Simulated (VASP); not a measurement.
Set up this calculation in VASP 6.6.1, as the native input.

```
Task                   : single point
Functional             : PBEsol
Potentials or basis    : VASP PAW PBE potentials, release 64 (Ge_d)
Cutoff                 : 520 eV
k mesh                 : 11 × 11 × 10
Occupations            : fermi-dirac, width 0.05 eV
Spin                   : no spin polarisation
Dipole correction      : no
Further INCAR settings : ALGO = Normal; EDIFF = 1e-06; NBANDS = 13
```

The structure of Ge lies in POSCAR:

```
Ge
1.0
    1.3996564543     -2.4617357150      0.0000000000
    1.3996564543      2.4617357150      0.0000000000
    0.0000000000      0.0000000000      2.6714026592
Ge
1
Direct
    0.5000000000      0.5000000000      0.0000000000
```

These files were run (other wordings do the same):

INCAR

```
PREC = Accurate
ENCUT = 520
EDIFF = 1E-6
ISMEAR = -1
SIGMA = 0.05
LREAL = F
LASPH = T
NELM = 60
ALGO = Normal
ISIF = 2
LWAVE = F
LCHARG = F
GGA = PS
NBANDS = 13
```

KPOINTS

```
regular mesh
0
Gamma
  11 11 10
```

Potentials or basis: VASP PAW PBE potentials, release 64 (Ge_d).

The run is started by

```bash
$ cat potpaw_PBE.64/Ge_d/POTCAR > POTCAR
$ mpirun -np 1 vasp_std > vasp.out
```

Results of the run:

```json
{"Pressure": "-0.2 GPa", "Band gap on the k mesh": "zero (band 7 reaches 13.53 eV, above the bottom of band 8 at 4.28 eV)"}
```

Caveat: the PAW data sets were made with another functional, which shifts forces and pressure a little.

Run time: 12 s on 1 thread of Intel(R) Xeon(R) 6975P-C (Granite Rapids), on a shared host, peak memory 0.16 GiB.
